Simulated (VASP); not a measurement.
# Mg7Cd9O16 (P1) in VASP: single point with HSE06

Aim: the single point of Mg7Cd9O16 with HSE06.

All numbers are computed with VASP 6.6.1; they aren't measurements. Logs are shortened: lines on timing, memory, paths and dates and some standing lists are left out, and cuts for length are marked.

### Step 1. The cell of the first run

The typed cell holds 64 atoms: a = 9.033 Å, b = 9.033 Å, c = 9.033 Å, α = 90.00°, β = 90.00°, γ = 90.00°.

### Step 2. Single point, HSE06

Contents of POSCAR:

```
Mg7Cd9O16
1.0
    9.0328790000      0.0000000000      0.0000000000
    0.0000000000      9.0328790000      0.0000000000
    0.0000000000      0.0000000000      9.0328790000
O Mg Cd
32 14 18
Direct
    0.2329600000      0.0022200000      0.0157830000
    0.2356860000      0.0138670000      0.4874620000
    0.2485480000      0.4976810000      0.0021570000
    0.2619970000      0.4817390000      0.4970660000
    0.7642100000      0.0025130000      0.0073610000
    0.7633330000      0.0135670000      0.4966750000
    0.7504500000      0.4973050000      0.0177350000
    0.7408360000      0.4831570000      0.4877330000
    0.0004700000      0.2369010000      0.0169420000
    0.0008680000      0.2392670000      0.4883930000
    0.0005400000      0.7656810000      0.0159070000
    0.0015160000      0.7659130000      0.4879280000
    0.4988260000      0.2506520000      0.9790420000
    0.5005540000      0.2595580000      0.5079120000
    0.5000380000      0.7490660000      0.9981670000
    0.5002870000      0.7364640000      0.4999570000
    0.9958050000      0.9983800000      0.2522850000
    0.9855080000      0.0001420000      0.7519980000
    0.9860580000      0.5128030000      0.2527490000
    0.9975430000      0.5029430000      0.7506420000
    0.5088290000      0.9873560000      0.2502600000
    0.5144620000      0.9975160000      0.7473440000
    0.5138580000      0.5136460000      0.2616760000
    0.5041270000      0.5044710000      0.7351040000
    0.2396170000      0.2369000000      0.2627170000
    0.2640670000      0.2468160000      0.7320830000
    0.2546920000      0.7652320000      0.2521380000
    0.2685640000      0.7530950000      0.7490530000
    0.7604220000      0.2461460000      0.2631430000
    0.7384590000      0.2373270000      0.7334430000
    0.7493610000      0.7556200000      0.2526950000
    0.7361980000      0.7648820000      0.7486880000
    0.9964420000      0.0006500000      0.0100690000
    0.9976560000      0.0041900000      0.4923800000
    0.5033700000      0.4968870000      0.4982140000
    0.2499790000      0.2465630000      0.4961000000
    0.7505000000      0.2470940000      0.4965180000
    0.2397850000      0.9998020000      0.2529960000
    0.7546280000      0.0002720000      0.2536810000
    0.7502280000      0.0028600000      0.7429400000
    0.7502940000      0.4999060000      0.2557620000
    0.9971440000      0.2382130000      0.2547170000
    0.9939620000      0.7574760000      0.2516810000
    0.5030570000      0.2479930000      0.7401110000
    0.5045220000      0.7508560000      0.2543920000
    0.5038280000      0.7504430000      0.7451370000
    0.9983410000      0.5002260000      0.0063000000
    0.9995820000      0.4967710000      0.4966300000
    0.5015000000      0.9990220000      0.9995150000
    0.5004710000      0.0008780000      0.4983650000
    0.5016400000      0.5008800000      0.9999500000
    0.2489200000      0.2469880000      0.0009970000
    0.2499830000      0.7532850000      0.0030130000
    0.2511700000      0.7513930000      0.4981510000
    0.7507400000      0.2475200000      0.0003670000
    0.7504100000      0.7527040000      0.0018560000
    0.7502990000      0.7505300000      0.4992680000
    0.2493800000      0.0013760000      0.7487330000
    0.2500110000      0.5014410000      0.2528520000
    0.2552980000      0.4983460000      0.7468840000
    0.7470710000      0.4973950000      0.7465740000
    0.9991170000      0.2464110000      0.7472040000
    0.9990200000      0.7553510000      0.7515450000
    0.5016230000      0.2502340000      0.2529210000
```

Contents of INCAR.step1:

```
SYSTEM = Mg7Cd9O16
PREC = Accurate
ENCUT = 520
EDIFF = 1E-5
ISMEAR = -1
SIGMA = 0.05
LREAL = Auto
LASPH = .TRUE.
NELM = 100
ALGO = Normal
ISIF = 2
LWAVE = .TRUE.
LCHARG = .FALSE.
NBANDS = 256
GGA = PE
LUSENCCL = .FALSE.
```

Contents of INCAR.step2:

```
SYSTEM = Mg7Cd9O16
PREC = Accurate
ENCUT = 520
EDIFF = 1E-6
ISMEAR = -1
SIGMA = 0.05
LREAL = Auto
LASPH = .TRUE.
NELM = 100
ALGO = Normal
ISIF = 2
LWAVE = .FALSE.
LCHARG = .FALSE.
GGA = PE
LHFCALC = .TRUE.
HFSCREEN = 0.2079
PRECFOCK = Fast
NBANDS = 256
ISTART = 1
LUSENCCL = .FALSE.
```

Contents of KPOINTS:

```
regular mesh
0
G
  1 1 1
  0 0 0
```

Potentials or basis: VASP PAW PBE potentials, release 64 (O, Mg, Cd).

Started as:

```bash
cat potpaw_PBE.64/O/POTCAR potpaw_PBE.64/Mg/POTCAR potpaw_PBE.64/Cd/POTCAR > POTCAR
cp INCAR.step1 INCAR
mpirun -np 1 vasp_gam > vasp.out
cp INCAR.step2 INCAR
mpirun -np 1 vasp_gam > vasp.out
```

OUTCAR:

```text
SYSTEM = Mg7Cd9O16
   PREC = Accurate
   ENCUT = 520
   EDIFF = 1E-6
   ISMEAR = -1
   LREAL = Auto
   LASPH = .TRUE.
   NELM = 100
   ISIF = 2
   GGA = PE
   LHFCALC = .TRUE.
   HFSCREEN = 0.2079
   PRECFOCK = Fast
   ISTART = 1

 ion  position               nearest neighbor table
   1  0.233  0.002  0.016-  33 2.14  38 2.14  52 2.22  53 2.26  58 2.42  49 2.43
   2  0.236  0.014  0.487-  36 2.11  38 2.12  34 2.15  58 2.37  54 2.38  50 2.40
   3  0.249  0.498  0.002-  47 2.26  52 2.26  59 2.26  51 2.29  60 2.31  53 2.31
   4  0.262  0.482  0.497-  36 2.13  35 2.18  59 2.22  60 2.26  48 2.37  54 2.44
   5  0.764  0.003  0.007-  33 2.10  55 2.22  39 2.23  56 2.26  49 2.37  40 2.39
   6  0.763  0.014  0.497-  37 2.11  34 2.12  39 2.20  40 2.23  50 2.38  57 2.38
[... 76 lines left out ...]
  58  0.249  0.001  0.749-  26 2.23  28 2.25   2 2.37  18 2.38  22 2.39   1 2.42  62 3.16  63 3.17
                            36 3.18  52 3.18  44 3.20  54 3.20  50 3.20  53 3.21  49 3.21  46 3.23
  59  0.250  0.501  0.253-   4 2.22   3 2.26  27 2.38  19 2.39  23 2.39  25 2.39  48 3.16  54 3.16
                            47 3.18  36 3.18  35 3.19  53 3.20  64 3.21  45 3.22  51 3.22  52 3.23
  60  0.255  0.498  0.747-  24 2.25   4 2.26  26 2.28  28 2.30   3 2.31  20 2.33  35 3.17  44 3.18
                            51 3.19  46 3.20  54 3.21  36 3.21  52 3.23  48 3.23  62 3.25  53 3.26
  61  0.747  0.497  0.747-  24 2.20  20 2.26   8 2.34  30 2.35  32 2.42   7 2.45  35 3.14  44 3.15
                            46 3.17  51 3.19  37 3.20  57 3.20  48 3.21  62 3.21  55 3.22  63 3.26
  62  0.999  0.246  0.747-  18 2.23  20 2.32  10 2.34  30 2.36  26 2.40   9 2.44  40 3.15  58 3.16
                            34 3.18  37 3.19  48 3.20  55 3.20  36 3.21  61 3.21  52 3.22  60 3.25
  63  0.999  0.755  0.752-  18 2.21  20 2.28  32 2.38  12 2.38  11 2.39  28 2.43  58 3.17  40 3.17
                            56 3.19  57 3.20  53 3.21  33 3.22  54 3.23  34 3.25  47 3.26  61 3.26
  64  0.502  0.250  0.253-  14 2.30  29 2.34  25 2.37  21 2.38  23 2.38  13 2.47  35 3.14  37 3.15
                            50 3.16  36 3.16  41 3.18  55 3.20  59 3.21  39 3.21  51 3.22  49 3.22

  LATTYP: Found a simple cubic cell.
 ALAT       =     9.0328790000

  Lattice vectors:

 A1 = (   9.0328790000,   0.0000000000,   0.0000000000)
 A2 = (   0.0000000000,   9.0328790000,   0.0000000000)
 A3 = (   0.0000000000,   0.0000000000,   9.0328790000)

Analysis of symmetry for initial positions (statically):
=====================================================================
 Subroutine PRICEL returns:
 Original cell was already a primitive cell.

 Routine SETGRP: Setting up the symmetry group for a
 simple cubic supercell.

 Subroutine GETGRP returns: Found  1 space group operations
 (whereof  1 operations were pure point group operations)
 out of a pool of 48 trial point group operations.

The static configuration has the point symmetry C_1 .

Analysis of symmetry for dynamics (positions and initial velocities):
=====================================================================
 Subroutine PRICEL returns:
 Original cell was already a primitive cell.

 Routine SETGRP: Setting up the symmetry group for a
 simple cubic supercell.

 Subroutine GETGRP returns: Found  1 space group operations
 (whereof  1 operations were pure point group operations)
 out of a pool of 48 trial point group operations.

The dynamic configuration has the point symmetry C_1 .

 Subroutine INISYM returns: Found  1 space group operations
 (whereof  1 operations are pure point group operations),
 and found     1 'primitive' translations

----------------------------------------------------------------------------------------

                                     Primitive cell

  volume of cell :     737.0188

  direct lattice vectors                    reciprocal lattice vectors
     9.032879000  0.000000000  0.000000000     0.110706675  0.000000000  0.000000000
     0.000000000  9.032879000  0.000000000     0.000000000  0.110706675  0.000000000
[... 163 lines left out ...]

 Following reciprocal coordinates:
            Coordinates               Weight
  0.000000  0.000000  0.000000      1.000000
   k-points           NKPTS =      1   k-points in BZ     NKDIM =      1   number of bands    NBANDS=    256
   number of dos      NEDOS =    301   number of ions     NIONS =     64
   total plane-waves  NPLWV = 343000
   dimension x,y,z NGX =    70 NGY =   70 NGZ =   70
   dimension x,y,z NGXF=   140 NGYF=  140 NGZF=  140
   ions per type =              32  14  18
   NGX,Y,Z   is equivalent  to a cutoff of  12.88, 12.88, 12.88 a.u.
   NGXF,Y,Z  is equivalent  to a cutoff of  25.77, 25.77, 25.77 a.u.
 SYSTEM =  Mg7Cd9O16
   PREC   = accura    normal or accurate (medium, high low for compatibility)
   ISTART =      1    job   : 0-new  1-cont  2-samecut
   ICHARG =      0    charge: 1-file 2-atom 10-const
   ISPIN  =      1    spin polarized calculation?
   LNONCOLLINEAR =      F non collinear calculations
   LSORBIT =      F    spin-orbit coupling
   LASPH  =      T    aspherical Exc in radial PAW
   ENCUT  =  520.0 eV  38.22 Ry    6.18 a.u.  16.80 16.80 16.80*2*pi/ulx,y,z
   NELM   =    100;   NELMIN=  2; NELMDL=  0     # of ELM steps
   EDIFF  = 0.1E-05   stopping-criterion for ELM
   LREAL  =      T    real-space projection
   EDIFFG = 0.1E-04   stopping-criterion for IOM
   NSW    =      0    number of steps for IOM
   IBRION =     -1    ionic relax: 0-MD 1-quasi-New 2-CG
   NFREE  =      0    steps in history (QN), initial steepest desc. (CG)
   ISIF   =      2    stress and relaxation
   ISYM   =      3    0-nonsym 1-usesym 2-fastsym
   POTIM  = 0.5000    time-step for ionic-motion
   TEBEG  =    0.0;   TEEND  =   0.0 temperature during run
   PSTRESS=    0.0 pullay stress
   NELECT =     436.0000    total number of electrons
   NUPDOWN=      -1.0000    fix difference up-down
   EMIN   =  10.00;   EMAX   =-10.00  energy-range for DOS
   EFERMI =   0.00;   METHOD = LEGACY
   ISMEAR =    -1;   SIGMA  =   0.05  broadening in eV -4-tet -1-fermi 0-gaus
   EFERMI_NEDOS =   21; number of points for ismear=-14 and -15
   IALGO  =     38    algorithm
   IMIX   =      1    mixing-type and parameters
     AMIX     =   0.40;   BMIX     =  1.00
     AMIX_MAG =   1.60;   BMIX_MAG =  1.00
  volume/ion in A,a.u.               =      11.52        77.71
  Fermi-wavevector in a.u.,A,eV,Ry     =   1.374287  2.597026 25.696848  1.888665
  Thomas-Fermi vector in A             =   2.499727
   LORBIT       =      0    0 simple, 1 ext, 2 COOP (PROOUT), +10 PAW based schemes
   GGA     = PE    functional components
   LHFCALC =     T    Hartree Fock is set to
   PRECFOCK=fast      Normal, Fast or Accurate (Low or Medium for compatibility)
   ENCUT4O =  -1.0   cutoff for four orbital integrals eV
   NKREDX  =     1    reduce k-point grid by
   NKREDY  =     1    reduce k-point grid by
   NKREDZ  =     1    reduce k-point grid by
   AEXX    =    0.2500 exact exchange contribution
   HFSCREEN=    0.2079 screening length (either q_TF or 0.3 A-1)
   HFSCREENC=   0.2079 screening length for correlation (either q_TF or 0.3 A-1)
   ENCUTFOCK=  -1.0 apply spherical cutoff to Coloumb kernel
   IVDW    =     0    specifies the selected vdW correction
   LEPSILON=     F    determine dielectric tensor
   LRPA    =     F    only Hartree local field effects (RPA)
 non-spin polarized calculation
  energy-cutoff  :      520.00
  volume of cell :      737.02
 maximum number of plane-waves:      9967
 NGX is ok and might be reduce to    70
  NGX = 36; NGY = 36; NGZ = 36

 number of electron     436.0000008 magnetization

 Free energy of the ion-electron system (eV)
  ---------------------------------------------------
  ext. energy  EPLUGINS =         0.00000000
  ---------------------------------------------------
  free energy    TOTEN  =      -373.75019927 eV

  energy without entropy =     -373.75019917  energy(sigma->0) =     -373.75019922

 E-fermi :   2.9573     XC(G=0):  -9.3388

 val. band max:        2.0768754858   @ k =   0.0000   0.0000   0.0000
 cond. band min:       3.8315237806   @ k =   0.0000   0.0000   0.0000
 fundamental gap:      1.7546482948
 Fermi energy:         2.9573047466

 k-point     1 :       0.0000    0.0000    0.0000
  band No.  band energies     occupation
      1     -17.6879      2.00000
      2     -17.4270      2.00000
      3     -17.2757      2.00000
      4     -17.1490      2.00000
      5     -17.0721      2.00000
      6     -17.0251      2.00000
[... 222 lines left out ...]
    229       8.2963      0.00000
    230       8.4005      0.00000
 [bands above 230 left out]

------------------------ aborting loop because EDIFF is reached ----------------------------------------

  FORCE on cell =-STRESS in cart. coord.  units (eV):
  Direction    XX          YY          ZZ          XY          YZ          ZX
  --------------------------------------------------------------------------------------
  -------------------------------------------------------------------------------------
  Total        5.3823628      5.1132520      4.9051348     -0.2917486      0.1499081      0.0915367
  in kB       11.7005149     11.1155051     10.6630869     -0.6342212      0.3258796      0.1989882
  external PRESSURE =      11.1597023 kB  Pullay stress =       0.0000000 kB

 VOLUME and BASIS-vectors are now :
 -----------------------------------------------------------------------------
  energy-cutoff  :      520.00
  volume of cell :      737.02
      direct lattice vectors                 reciprocal lattice vectors
     9.032879000  0.000000000  0.000000000     0.110706675  0.000000000  0.000000000
     0.000000000  9.032879000  0.000000000     0.000000000  0.110706675  0.000000000
     0.000000000  0.000000000  9.032879000     0.000000000  0.000000000  0.110706675

 POSITION                                       TOTAL-FORCE (eV/Angst)
 -----------------------------------------------------------------------------------
      2.10430      0.02005      0.14257        -0.083841      0.012076      0.046025
      2.12892      0.12526      4.40319        -0.048561      0.085699     -0.045468
      2.24510      4.49549      0.01948        -0.025270     -0.016633      0.004223
      2.36659      4.35149      4.48994        -0.002124     -0.090185     -0.013538
      6.90302      0.02270      0.06649         0.097415      0.025454      0.024359
      6.89509      0.12255      4.48641         0.067066      0.086676     -0.010204
[... 56 lines left out ...]
      9.02403      6.82299      6.78862        -0.059014      0.085778     -0.002818
      4.53110      2.26033      2.28460         0.034962      0.014545      0.127486
 -----------------------------------------------------------------------------------
    total drift:                                0.021204      0.000573     -0.020903

  FREE ENERGIE OF THE ION-ELECTRON SYSTEM (eV)
  ---------------------------------------------------
  free  energy   TOTEN  =      -373.7501992663 eV

  energy  without entropy=     -373.7501991710  energy(sigma->0) =     -373.75019922
```

It took 11 min on 1 × NVIDIA H100 80GB with 1 thread of AMD EPYC 7R13 (Zen 3), shared host; peak memory 1.6 GiB.

Results:

```yaml
Free_energy: -373.7502 eV
Pressure: 1.1 GPa
Largest_force: 0.195 eV/Å
Band_gap_on_the_k_mesh: 1.75 eV
```

Forces in eV/Å, atoms in the order of the input:
```
O   -0.084  0.012  0.046
O   -0.049  0.086 -0.045
O   -0.025 -0.017  0.004
O   -0.002 -0.090 -0.014
O    0.097  0.025  0.024
O    0.067  0.087 -0.010
O    0.007 -0.029  0.057
O   -0.011 -0.096 -0.058
O    0.014 -0.031  0.004
O    0.024  0.004 -0.001
O    0.020  0.039  0.022
O    0.022  0.019 -0.030
O   -0.024  0.027 -0.044
O   -0.020  0.030  0.018
O   -0.033 -0.038 -0.014
O   -0.026 -0.059  0.021
O   -0.034 -0.034 -0.001
O   -0.048 -0.017  0.012
O   -0.062  0.070  0.003
O    0.011  0.026  0.011
O    0.031 -0.048 -0.011
O    0.053 -0.017 -0.002
O    0.055  0.056  0.035
O    0.021  0.045 -0.026
O    0.040 -0.038  0.056
O    0.038 -0.022 -0.058
O    0.044  0.052 -0.005
O    0.065  0.017  0.014
O   -0.020 -0.018  0.059
O   -0.042 -0.045 -0.056
O   -0.009  0.027  0.004
O   -0.063  0.050  0.010
Mg  -0.030 -0.007  0.165
Mg  -0.032  0.068 -0.163
Mg   0.046 -0.027  0.002
Mg   0.002 -0.040 -0.043
Mg  -0.006 -0.032 -0.038
Mg  -0.163  0.010  0.034
Mg   0.131 -0.005  0.030
Mg  -0.029  0.028 -0.057
Mg  -0.019  0.003  0.072
Mg  -0.028 -0.181  0.066
Mg  -0.055  0.127 -0.011
Mg   0.035 -0.014 -0.107
Mg   0.043 -0.014  0.051
Mg   0.033  0.005 -0.045
Cd  -0.042 -0.001  0.093
Cd  -0.048 -0.078 -0.095
Cd   0.056 -0.046 -0.007
Cd   0.040  0.034  0.022
Cd   0.034  0.054  0.012
Cd  -0.026 -0.070  0.051
Cd  -0.001  0.078  0.071
Cd   0.027  0.047 -0.062
Cd   0.034 -0.076  0.039
Cd  -0.001  0.073  0.065
Cd  -0.042  0.039 -0.067
Cd   0.022  0.024 -0.037
Cd   0.024  0.004  0.052
Cd   0.120 -0.037 -0.088
Cd  -0.107 -0.040 -0.088
Cd  -0.052 -0.098 -0.066
Cd  -0.059  0.086 -0.003
Cd   0.035  0.015  0.127
```

Stress tensor (GPa, compression positive):
```
 1.17 -0.06  0.02
-0.06  1.11  0.03
 0.02  0.03  1.07
```

Caveat: the k points lie up to 0.70 Å⁻¹ apart; the PAW data sets were made with another functional, which shifts forces and pressure a little. A k mesh can miss the band edges.
